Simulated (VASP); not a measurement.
# LiCl in VASP: further runs, part 2 of 2

VASP 6.6.1.

## Step 5: Single point, PBE (shear xy strain +3.5%)

Input file INCAR:

```
PREC = Accurate ; ENCUT = 520
EDIFF = 1E-6 ; ISMEAR = 0
SIGMA = 0.01 ; LREAL = F
LASPH = T ; NELM = 80
ALGO = Normal ; ISIF = 2
LWAVE = F ; LCHARG = F
GGA = PE ; NBANDS = 12
```

Input file KPOINTS:

```
regular mesh
0
Gamma
  6 6 6
```

Input file POSCAR:

```
LiCl
1.0
    0.0443470373      2.5560252063      2.5560252063
    2.5560252063      0.0443470373      2.5560252063
    2.6003722436      2.6003722436      0.0000000000
Li Cl
1 1
Direct
    0.0000000000      0.0000000000      0.0000000000
    0.5000000000      0.5000000000      0.5000000000
```

Potentials or basis: VASP PAW PBE potentials, release 64 (Li_sv, Cl).

The run is started by

```
> cat potpaw_PBE.64/Li_sv/POTCAR potpaw_PBE.64/Cl/POTCAR > POTCAR
> mpirun -np 1 vasp_std > vasp.out
```

OUTCAR:

```text
PREC = Accurate
   ENCUT = 520
   EDIFF = 1E-6
   ISMEAR = 0
   LREAL = F
   LASPH = T
   NELM = 80
   ISIF = 2
   GGA = PE

 ion  position               nearest neighbor table
   1  0.000  0.000  0.000-   2 2.56   2 2.56   2 2.56   2 2.56   2 2.56   2 2.56
   2  0.500  0.500  0.500-   1 2.56   1 2.56   1 2.56   1 2.56   1 2.56   1 2.56

  LATTYP: Found a body centered orthorhombic cell.
 ALAT       =     3.5520493309
 B/A-ratio  =     1.0353126749
 C/A-ratio  =     1.4391833942

  Lattice vectors:

 A1 = (   2.5560252063,   0.0443470373,  -2.5560252063)
 A2 = (  -2.5560252063,  -0.0443470373,  -2.5560252063)
 A3 = (   0.0443470373,   2.5560252063,   2.5560252063)

Analysis of symmetry for initial positions (statically):
=====================================================================
 Subroutine PRICEL returns:
 Original cell was already a primitive cell.

 Routine SETGRP: Setting up the symmetry group for a
 body centered orthorhombic supercell.

 Subroutine GETGRP returns: Found  8 space group operations
 (whereof  8 operations were pure point group operations)
 out of a pool of  8 trial point group operations.

The static configuration has the point symmetry D_2h.

Analysis of symmetry for dynamics (positions and initial velocities):
=====================================================================
 Subroutine PRICEL returns:
 Original cell was already a primitive cell.

 Routine SETGRP: Setting up the symmetry group for a
 body centered orthorhombic supercell.

 Subroutine GETGRP returns: Found  8 space group operations
 (whereof  8 operations were pure point group operations)
 out of a pool of  8 trial point group operations.

The dynamic configuration has the point symmetry D_2h.

 Subroutine INISYM returns: Found  8 space group operations
 (whereof  8 operations are pure point group operations),
 and found     1 'primitive' translations

----------------------------------------------------------------------------------------

                                     Primitive cell

  volume of cell :      33.3883

  direct lattice vectors                    reciprocal lattice vectors
     0.044347037  2.556025206  2.556025206    -0.199070090  0.199070090  0.195616224
     2.556025206  0.044347037  2.556025206     0.199070090 -0.199070090  0.195616224
     2.600372244  2.600372244  0.000000000     0.192280163  0.192280163 -0.195616224

  length of vectors
     3.615037534  3.615037534  3.677481694     0.342817020  0.342817020  0.334976163

  position of ions in fractional coordinates (direct lattice)
     0.000000000  0.000000000  0.000000000
     0.500000000  0.500000000  0.500000000

  ion indices of the primitive-cell ions
   primitive index   ion index
                 1           1
                 2           2

----------------------------------------------------------------------------------------

 KPOINTS: regular mesh

Automatic generation of k-mesh.
 Grid dimensions read from file:
 generate k-points for:    6    6    6

 Generating k-lattice:

  Cartesian coordinates                     Fractional coordinates (reciprocal lattice)
    -0.033178348  0.033178348  0.032602704     0.166666667 -0.000000000  0.000000000
     0.033178348 -0.033178348  0.032602704    -0.000000000  0.166666667  0.000000000
     0.032046694  0.032046694 -0.032602704     0.000000000  0.000000000  0.166666667

  Length of vectors
     0.057136170  0.057136170  0.055829360

  Shift w.r.t. Gamma in fractional coordinates (k-lattice)
     0.000000000  0.000000000  0.000000000

 Subroutine IBZKPT returns following result:
 ===========================================

 Found     46 irreducible k-points:

 Following reciprocal coordinates:
            Coordinates               Weight
  0.000000  0.000000  0.000000      1.000000
  0.166667 -0.000000  0.000000      4.000000
  0.333333 -0.000000  0.000000      4.000000
  0.500000 -0.000000  0.000000      2.000000
  0.166667  0.166667  0.000000      2.000000
  0.333333  0.166667  0.000000      4.000000
[... 16 lines left out ...]
 -0.166667  0.333333  0.166667      4.000000
  0.500000  0.500000  0.166667      4.000000
 [... further k-points ...]
   k-points           NKPTS =     46   k-points in BZ     NKDIM =     46   number of bands    NBANDS=     12
   number of dos      NEDOS =    301   number of ions     NIONS =      2
   total plane-waves  NPLWV =  21952
   dimension x,y,z NGX =    28 NGY =   28 NGZ =   28
   dimension x,y,z NGXF=    56 NGYF=   56 NGZF=   56
   ions per type =               1   1
   NGX,Y,Z   is equivalent  to a cutoff of  12.88, 12.88, 12.66 a.u.
   NGXF,Y,Z  is equivalent  to a cutoff of  25.75, 25.75, 25.32 a.u.
 SYSTEM =  unknown system
   PREC   = accura    normal or accurate (medium, high low for compatibility)
   ISTART =      0    job   : 0-new  1-cont  2-samecut
   ICHARG =      2    charge: 1-file 2-atom 10-const
   ISPIN  =      1    spin polarized calculation?
   LNONCOLLINEAR =      F non collinear calculations
   LSORBIT =      F    spin-orbit coupling
   LASPH  =      T    aspherical Exc in radial PAW
   ENCUT  =  520.0 eV  38.22 Ry    6.18 a.u.   6.72  6.72  6.84*2*pi/ulx,y,z
   NELM   =     80;   NELMIN=  2; NELMDL= -5     # of ELM steps
   EDIFF  = 0.1E-05   stopping-criterion for ELM
   LREAL  =      F    real-space projection
   EDIFFG = 0.1E-04   stopping-criterion for IOM
   NSW    =      0    number of steps for IOM
   IBRION =     -1    ionic relax: 0-MD 1-quasi-New 2-CG
   NFREE  =      0    steps in history (QN), initial steepest desc. (CG)
   ISIF   =      2    stress and relaxation
   ISYM   =      2    0-nonsym 1-usesym 2-fastsym
   POTIM  = 0.5000    time-step for ionic-motion
   TEBEG  =    0.0;   TEEND  =   0.0 temperature during run
   PSTRESS=    0.0 pullay stress
   NELECT =      10.0000    total number of electrons
   NUPDOWN=      -1.0000    fix difference up-down
   EMIN   =  10.00;   EMAX   =-10.00  energy-range for DOS
   EFERMI =   0.00;   METHOD = LEGACY
   ISMEAR =     0;   SIGMA  =   0.01  broadening in eV -4-tet -1-fermi 0-gaus
   EFERMI_NEDOS =   21; number of points for ismear=-14 and -15
   IALGO  =     38    algorithm
   IMIX   =      4    mixing-type and parameters
     AMIX     =   0.40;   BMIX     =  1.00
     AMIX_MAG =   1.60;   BMIX_MAG =  1.00
  volume/ion in A,a.u.               =      16.69       112.66
  Fermi-wavevector in a.u.,A,eV,Ry     =   1.095326  2.069865 16.323432  1.199738
  Thomas-Fermi vector in A             =   2.231647
   LORBIT       =      0    0 simple, 1 ext, 2 COOP (PROOUT), +10 PAW based schemes
   GGA     = PE    functional components
   LHFCALC =     F    Hartree Fock is set to
   AEXX    =    0.0000 exact exchange contribution
   IVDW    =     0    specifies the selected vdW correction
   LEPSILON=     F    determine dielectric tensor
   LRPA    =     F    only Hartree local field effects (RPA)
 non-spin polarized calculation
 Gauss-broadening in eV      SIGMA  =   0.01
  energy-cutoff  :      520.00
  volume of cell :       33.39
 maximum number of plane-waves:       921
   NGX = 13   NGY = 13   NGZ = 13

 number of electron      10.0000002 magnetization

 Free energy of the ion-electron system (eV)
  ---------------------------------------------------
  ext. energy  EPLUGINS =         0.00000000
  ---------------------------------------------------
  free energy    TOTEN  =        -7.38113869 eV

  energy without entropy =       -7.38113869  energy(sigma->0) =       -7.38113869

 E-fermi :   0.8251     XC(G=0):  -8.7764

 val. band max:        0.7698901193   @ k =   0.0000   0.0000   0.0000
 cond. band min:       7.0552731359   @ k =   0.0000   0.0000   0.0000
 fundamental gap:      6.2853830165
 Fermi energy:         0.8251431337

 k-point     1 :       0.0000    0.0000    0.0000
  band No.  band energies     occupation
      1     -42.8475      2.00000
      2     -12.7734      2.00000
      3       0.5584      2.00000
      4       0.6576      2.00000
      5       0.7699      2.00000
      6       7.0553      0.00000
      7      12.3253      0.00000
      8      12.6150      0.00000
      9      12.9017      0.00000
     10      15.1961      0.00000
     11      15.2294      0.00000
     12      15.3205      0.00000
[... 331 lines left out ...]
 k-point    24 :       0.5000    0.5000    0.1667
  band No.  band energies     occupation
      1     -42.8440      2.00000
      2     -12.0135      2.00000
      3      -1.9849      2.00000
      4      -0.8016      2.00000
      5      -0.1197      2.00000
      6       8.9579      0.00000
      7       9.6819      0.00000
      8      11.9799      0.00000
      9      13.2491      0.00000
     10      14.7744      0.00000
     11      18.6849      0.00000
     12      19.5157      0.00000

 [... further k-points ...]
[... 5 lines left out ...]
  --------------------------------------------------------------------------------------
  -------------------------------------------------------------------------------------
  Total        0.1437544      0.1437544      0.1311922     -0.1874763      0.0000000      0.0000000
  in kB        6.8982217      6.8982217      6.2954076     -8.9962659      0.0000000      0.0000000
  external PRESSURE =       6.6972837 kB  Pullay stress =       0.0000000 kB

 VOLUME and BASIS-vectors are now :
 -----------------------------------------------------------------------------
  energy-cutoff  :      520.00
  volume of cell :       33.39
      direct lattice vectors                 reciprocal lattice vectors
     0.044347037  2.556025206  2.556025206    -0.199070090  0.199070090  0.195616224
     2.556025206  0.044347037  2.556025206     0.199070090 -0.199070090  0.195616224
     2.600372244  2.600372244  0.000000000     0.192280163  0.192280163 -0.195616224

 POSITION                                       TOTAL-FORCE (eV/Angst)
 -----------------------------------------------------------------------------------
      0.00000      0.00000      0.00000         0.000000     -0.000000     -0.000000
      2.60037      2.60037      2.55603        -0.000000      0.000000      0.000000
 -----------------------------------------------------------------------------------
    total drift:                                0.000000      0.000000      0.000000

  FREE ENERGIE OF THE ION-ELECTRON SYSTEM (eV)
  ---------------------------------------------------
  free  energy   TOTEN  =        -7.3811386913 eV

  energy  without entropy=       -7.3811386913  energy(sigma->0) =       -7.38113869
```

Run time: 21 s. Hardware: 1 thread of AMD EPYC 7R43 (Zen 3), shared host; peak memory 0.12 GiB.

What came out:

```
Free energy            : -7.3811 eV
Band gap on the k mesh : 6.29 eV, direct
```

Caveat: the cell differs from its parent crystal (shear xy strain +3.5%); the cutoff is under 1.25 times the usual one of these potentials, so pressure, stress and relaxed cells hold a basis-set (Pulay) error. A k mesh can miss the band edges.

## Step 6: Single point, r2SCAN (strain -1.9%)

Input file POSCAR:

```
LiCl
1.0
    0.0000000000      2.5079719324      2.5079719324
    2.5079719324      0.0000000000      2.5079719324
    2.5079719324      2.5079719324      0.0000000000
Li Cl
1 1
Direct
    0.0000000000      0.0000000000      0.0000000000
    0.5000000000      0.5000000000      0.5000000000
```

Input file INCAR.step1:

```
PREC     = Accurate       # precision mode
ENCUT    = 520            # plane-wave cutoff, eV
ISMEAR   = 0              # smearing method
SIGMA    = 0.01           # smearing width, eV
LREAL    = F              # projectors in reciprocal space
LASPH    = T              # aspherical terms in the spheres
NELM     = 80             # most SCF steps
NBANDS   = 12             # bands
GGA      = PE             # functional
ALGO     = Normal         # electronic algorithm
EDIFF    = 1E-4           # SCF threshold, eV
LWAVE    = T              # write WAVECAR
LCHARG   = F              # write CHGCAR
```

Input file INCAR.step2:

```
PREC     = Accurate       # precision mode
ENCUT    = 520            # plane-wave cutoff, eV
EDIFF    = 1E-7           # SCF threshold, eV
ISMEAR   = 0              # smearing method
SIGMA    = 0.01           # smearing width, eV
LREAL    = F              # projectors in reciprocal space
LASPH    = T              # aspherical terms in the spheres
NELM     = 80             # most SCF steps
ALGO     = Normal         # electronic algorithm
ISIF     = 2              # what is computed and relaxed
LWAVE    = F              # write WAVECAR
LCHARG   = F              # write CHGCAR
METAGGA  = R2SCAN         # meta-GGA
LMIXTAU  = T            
NBANDS   = 12             # bands
ISTART   = 1
```

Input file KPOINTS:

```
regular mesh
0
Gamma
  8 8 8
```

Potentials or basis: VASP PAW PBE potentials, release 64 (Li_sv, Cl).

The run is started by

```
> cat potpaw_PBE.64/Li_sv/POTCAR potpaw_PBE.64/Cl/POTCAR > POTCAR
> cp INCAR.step1 INCAR
> mpirun -np 1 vasp_std > vasp.out
> cp INCAR.step2 INCAR
> mpirun -np 1 vasp_std > vasp.out
```

OUTCAR:

```text
PREC = Accurate
   ENCUT = 520
   EDIFF = 1E-7
   ISMEAR = 0
   LREAL = F
   LASPH = T
   NELM = 80
   ISIF = 2
   METAGGA = R2SCAN
   ISTART = 1

 ion  position               nearest neighbor table
   1  0.000  0.000  0.000-   2 2.51   2 2.51   2 2.51   2 2.51   2 2.51   2 2.51
   2  0.500  0.500  0.500-   1 2.51   1 2.51   1 2.51   1 2.51   1 2.51   1 2.51

  LATTYP: Found a face centered cubic cell.
 ALAT       =     5.0159438648

  Lattice vectors:

 A1 = (   0.0000000000,   2.5079719324,   2.5079719324)
 A2 = (   2.5079719324,   0.0000000000,   2.5079719324)
 A3 = (   2.5079719324,   2.5079719324,   0.0000000000)

Analysis of symmetry for initial positions (statically):
=====================================================================
 Subroutine PRICEL returns:
 Original cell was already a primitive cell.

 Routine SETGRP: Setting up the symmetry group for a
 face centered cubic supercell.

 Subroutine GETGRP returns: Found 48 space group operations
 (whereof 48 operations were pure point group operations)
 out of a pool of 48 trial point group operations.

The static configuration has the point symmetry O_h .

Analysis of symmetry for dynamics (positions and initial velocities):
=====================================================================
 Subroutine PRICEL returns:
 Original cell was already a primitive cell.

 Routine SETGRP: Setting up the symmetry group for a
 face centered cubic supercell.

 Subroutine GETGRP returns: Found 48 space group operations
 (whereof 48 operations were pure point group operations)
 out of a pool of 48 trial point group operations.

The dynamic configuration has the point symmetry O_h .

 Subroutine INISYM returns: Found 48 space group operations
 (whereof 48 operations are pure point group operations),
 and found     1 'primitive' translations

----------------------------------------------------------------------------------------

[... 121 lines left out ...]
   LEPSILON=     F    determine dielectric tensor
   LRPA    =     F    only Hartree local field effects (RPA)
 non-spin polarized calculation
 Gauss-broadening in eV      SIGMA  =   0.01
  energy-cutoff  :      520.00
  volume of cell :       31.55
 maximum number of plane-waves:       877
 NGX is ok and might be reduce to    28
   NGX = 13   NGY = 13   NGZ = 13

 number of electron       9.9999992 magnetization

 Free energy of the ion-electron system (eV)
  ---------------------------------------------------
  ext. energy  EPLUGINS =         0.00000000
  ---------------------------------------------------
  free energy    TOTEN  =       -12.58027086 eV

  energy without entropy =      -12.58027086  energy(sigma->0) =      -12.58027086

 E-fermi :   0.8921     XC(G=0):  -9.4759

 val. band max:        0.7207738885   @ k =   0.0000   0.0000   0.0000
 cond. band min:       8.3355006821   @ k =   0.5000   0.0000   0.0000
 fundamental gap:      7.6147267935
 Fermi energy:         0.8921015102

 k-point     1 :       0.0000    0.0000    0.0000
  band No.  band energies     occupation
      1     -44.0122      2.00000
      2     -13.5167      2.00000
      3       0.7208      2.00000
      4       0.7208      2.00000
      5       0.7208      2.00000
      6       8.4781      0.00000
      7      13.4287      0.00000
      8      13.4287      0.00000
      9      13.4287      0.00000
     10      16.2741      0.00000
     11      16.2741      0.00000
     12      17.0241      0.00000
[... 331 lines left out ...]
 k-point    24 :      -0.3750    0.2500    0.1250
  band No.  band energies     occupation
      1     -44.0078      2.00000
      2     -12.6983      2.00000
      3      -2.1197      2.00000
      4      -0.7596      2.00000
      5       0.0532      2.00000
      6       9.8921      0.00000
      7      10.9982      0.00000
      8      12.3128      0.00000
      9      13.9344      0.00000
     10      17.5517      0.00000
     11      18.5849      0.00000
     12      20.3796      0.00000

 [... further k-points ...]

------------------------ aborting loop because EDIFF is reached ----------------------------------------

  FORCE on cell =-STRESS in cart. coord.  units (eV):
  Direction    XX          YY          ZZ          XY          YZ          ZX
  --------------------------------------------------------------------------------------
  -------------------------------------------------------------------------------------
  Total        0.3413757      0.3413757      0.3413757      0.0000000      0.0000000      0.0000000
  in kB       17.3358537     17.3358537     17.3358537      0.0000000      0.0000000      0.0000000
  external PRESSURE =      17.3358537 kB  Pullay stress =       0.0000000 kB

 VOLUME and BASIS-vectors are now :
 -----------------------------------------------------------------------------
  energy-cutoff  :      520.00
  volume of cell :       31.55
      direct lattice vectors                 reciprocal lattice vectors
     0.000000000  2.507971932  2.507971932    -0.199364273  0.199364273  0.199364273
     2.507971932  0.000000000  2.507971932     0.199364273 -0.199364273  0.199364273
     2.507971932  2.507971932  0.000000000     0.199364273  0.199364273 -0.199364273

 POSITION                                       TOTAL-FORCE (eV/Angst)
 -----------------------------------------------------------------------------------
      0.00000      0.00000      0.00000         0.000000     -0.000000     -0.000000
      2.50797      2.50797      2.50797        -0.000000      0.000000      0.000000
 -----------------------------------------------------------------------------------
    total drift:                                0.000000      0.000000      0.000000

  FREE ENERGIE OF THE ION-ELECTRON SYSTEM (eV)
  ---------------------------------------------------
  free  energy   TOTEN  =       -12.5802708634 eV

  energy  without entropy=      -12.5802708634  energy(sigma->0) =      -12.58027086
```

OSZICAR.step1:

```text
N       E                     dE             d eps       ncg     rms          rms(c)
DAV:   1     0.385257380310E+02    0.38526E+02   -0.41242E+03   696   0.770E+02
DAV:   2    -0.513924002643E+01   -0.43665E+02   -0.42078E+02   876   0.145E+02
DAV:   3    -0.736017276994E+01   -0.22209E+01   -0.22141E+01   916   0.332E+01
DAV:   4    -0.742287840626E+01   -0.62706E-01   -0.62691E-01   960   0.563E+00
DAV:   5    -0.742353475279E+01   -0.65635E-03   -0.65634E-03   940   0.512E-01    0.248E+00
DAV:   6    -0.735906692137E+01    0.64468E-01   -0.13253E-01   876   0.174E+00    0.177E+00
DAV:   7    -0.736026761145E+01   -0.12007E-02   -0.46866E-02  1064   0.116E+00    0.941E-01
DAV:   8    -0.736384285898E+01   -0.35752E-02   -0.56584E-03   836   0.519E-01    0.155E-01
DAV:   9    -0.736380181673E+01    0.41042E-04   -0.16116E-04   860   0.877E-02
   1 F= -.73638018E+01 E0= -.73638018E+01  d E =-.439428E-48
```

Wall time 76 s (1 thread of AMD EPYC 7R43 (Zen 3), shared host); peak memory 0.12 GiB.

Results:

- Free energy: -12.5803 eV
- Band gap on the k mesh: 7.61 eV, indirect (least direct gap 7.76 eV)

Caveat: the cell differs from its parent crystal (strain -1.9%); the cutoff is under 1.25 times the usual one of these potentials, so pressure, stress and relaxed cells hold a basis-set (Pulay) error; the PAW data sets were made with another functional, which shifts forces and pressure a little. A k mesh can miss the band edges.

## Step 7: Summary

```tsv
level	cell	k mesh	smearing	gap on the mesh (eV)
PBE	a = 3.615 Å, angles 60.0°, 2 atoms	8 × 8 × 8	fermi-dirac 0.02 eV	6.40
PBE	a = 3.640, b = 3.640, c = 3.664 Å, angles 59.8, 59.8, 60.4°, 2 atoms	6 × 6 × 6	gaussian 0.01 eV	6.23
PBE	a = 3.714, b = 3.714, c = 3.615 Å, angles 60.9, 60.9, 58.2°, 2 atoms	6 × 6 × 6	gaussian 0.01 eV	6.03
PBE	a = 3.615, b = 3.615, c = 3.677 Å, angles 59.4, 59.4, 58.9°, 2 atoms	6 × 6 × 6	gaussian 0.01 eV	6.29
r2SCAN	a = 3.547 Å, angles 60.0°, 2 atoms	8 × 8 × 8	gaussian 0.01 eV	7.61
```

Alike in all rows: task single point; potentials or basis VASP PAW PBE potentials, release 64 (Li_sv, Cl); no spin polarisation; cutoff (eV) 520.

Caveats: the cutoff is under 1.25 times the usual one of these potentials, so pressure, stress and relaxed cells hold a basis-set (Pulay) error; the PAW data sets were made with another functional, which shifts forces and pressure a little (some runs).

Total energies depend on the potentials used, so only differences within one code and one set of settings carry meaning.
